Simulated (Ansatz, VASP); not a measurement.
GaN in VASP and in Ansatz

```xyz
2
Lattice="0.0000 2.2742 2.2742 2.2742 0.0000 2.2742 2.2742 2.2742 0.0000" Properties=species:S:1:pos:R:3 pbc="T T T"
Ga    0.0000    0.0000    0.0000
N     3.4114    3.4114    3.4114
```

Alike in both runs: task relaxation of cell and atoms; functional PBE; k mesh 10 × 10 × 10; no spin polarisation.

|  | VASP | Ansatz |
| --- | --- | --- |
| version | VASP 6.6.1 | Ansatz 0.2.0 |
| potentials or method | VASP PAW PBE potentials, release 64 (Ga_d, N), cutoff 600 eV | scalar-relativistic, plane waves, PAW |
| occupations | gaussian, width 0.01 eV | fixed |
| valence electrons in the cell | 18 | 18 |

|  | VASP | Ansatz | Ansatz less VASP |
| --- | --- | --- | --- |
| gap on the k mesh at the Fermi level, each at its own relaxed structure (eV) | 1.55 | 1.54 | -0.009 |
| relaxed volume (Å³/atom) | 11.76 | 11.76 | +0.004 |
| relaxed cell length with the largest relative difference (Å) | 3.216 | 3.216 | +0.0004 |
